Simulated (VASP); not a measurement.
A run of VASP 6.6.1:

Contents of INCAR:

```
PREC = Accurate ; ENCUT = 520
EDIFF = 1E-7 ; ISMEAR = 0
SIGMA = 0.05 ; LREAL = F
LASPH = T ; NELM = 100
ALGO = Normal ; ISIF = 2
LWAVE = F ; LCHARG = F
LDIPOL = T ; IDIPOL = 3
DIPOL = 0.5 0.5 0.408 ; GGA = PE
IVDW = 12 ; NBANDS = 50
```

The input KPOINTS:

```
Automatic mesh
0
Gamma
  7 7 1
```

File POSCAR:

```
SnO
1.0
    3.8201636883      0.0000000000      0.0000000000
    0.0000000000      3.8201636883      0.0000000000
    0.0000000000      0.0000000000     22.2260802162
Sn O
4 4
Direct
    0.7500000000      0.2500000000      0.2024648501
    0.2500000000      0.7500000000      0.3087831971
    0.2500000000      0.8750000000      0.5067488283
    0.7500000000      0.3750000000      0.6130671753
    0.2500000000      0.2500000000      0.2556240236
    0.7500000000      0.7500000000      0.2556240236
    0.7500000000      0.8750000000      0.5599080018
    0.2500000000      0.3750000000      0.5599080018
```

Potentials or basis: VASP PAW PBE potentials, release 64 (Sn_d, O).

Launch:

```bash
$ cat potpaw_PBE.64/Sn_d/POTCAR potpaw_PBE.64/O/POTCAR > POTCAR
$ mpirun -np 1 vasp_std > vasp.out
```

Hardware: 1 thread of Intel(R) Xeon(R) Platinum 8488C (Sapphire Rapids), on a shared host.

Problem. How long does it take, and how much memory?

Solution. Run time: 4.8 min on 1 thread of Intel(R) Xeon(R) Platinum 8488C (Sapphire Rapids), with other jobs on the host, peak memory 0.45 GiB. Counts: scf iterations 23, k points 16.
